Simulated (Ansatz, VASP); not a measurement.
## SiC: VASP beside Ansatz

INCAR

```
ALGO     = Normal         # electronic algorithm
EDIFF    = 1E-6           # SCF threshold, eV
ENCUT    = 520            # plane-wave cutoff, eV
GGA      = PS             # functional
ISIF     = 2              # what is computed and relaxed
ISMEAR   = 0              # smearing method
LASPH    = T              # aspherical terms in the spheres
LCHARG   = F              # write CHGCAR
LREAL    = F              # projectors in reciprocal space
LWAVE    = F              # write WAVECAR
NBANDS   = 11             # bands
NELM     = 80             # most SCF steps
PREC     = Accurate       # precision mode
SIGMA    = 0.05           # smearing width, eV
```

KPOINTS

```
k-points
0
Gamma
  10 10 10
```

POSCAR

```
SiC
1.0
    0.0000000000      2.1783895848      2.1783895848
    2.1783895848      0.0000000000      2.1783895848
    2.1783895848      2.1783895848      0.0000000000
Si C
1 1
Direct
    0.0000000000      0.0070675955      0.0000000000
    0.7500000000      0.7334740304      0.7500000000
```

Input for Ansatz:

```yaml
crystal:
  lattice:
    - [0.0, 2.1783895848, 2.1783895848]
    - [2.1783895848, 0.0, 2.1783895848]
    - [2.1783895848, 2.1783895848, 0.0]
  atoms:
    - { symbol: Si, position: [0.0, 0.0070675955, 0.0] }
    - { symbol: C, position: [0.75, 0.7334740304, 0.75] }
basis:
  ecutwfc: 520.0
kpoints:
  mp_grid: { grid: [10, 10, 10] }
hamiltonian:
  xc: pbesol
scf:
  occupations: { method: gaussian, width: 0.05 }
output:
  forces: true
  stress: true
  eigenvalues: true
```

Change from the starting cell: mode 4 frozen in at -0.036 Å and mode 5 at -0.036 Å (largest displacements).

Alike in both runs: task single point; functional PBEsol; k mesh 10 × 10 × 10; occupations gaussian, width 0.05 eV; no spin polarisation.

|  | VASP | Ansatz |
| --- | --- | --- |
| version | VASP 6.6.1 | Ansatz 0.2.0 |
| potentials or method | VASP PAW PBE potentials, release 64 (Si, C), cutoff 520 eV | scalar-relativistic, plane waves, PAW |
| valence electrons in the cell | 8 | 8 |

|  | VASP | Ansatz | Ansatz less VASP |
| --- | --- | --- | --- |
| gap on the k mesh at the Fermi level (eV) | 0.89 | 0.90 | +0.009 |
| least direct gap on the mesh (eV) | 4.31 | 4.31 | +0.008 |
| pressure (GPa) | 1.0 | 0.6 | -0.35 |
| traceless stress, the component that is largest in VASP (GPa) | -3.47 | -3.43 | +0.047 |
| rms of the force components (eV/Å) | 0.816 | 0.814 | -0.0025 |

VASP's potentials were made for PBE, not for PBEsol. Atom by atom the forces differ by 0.003 eV/Å (rms over components).
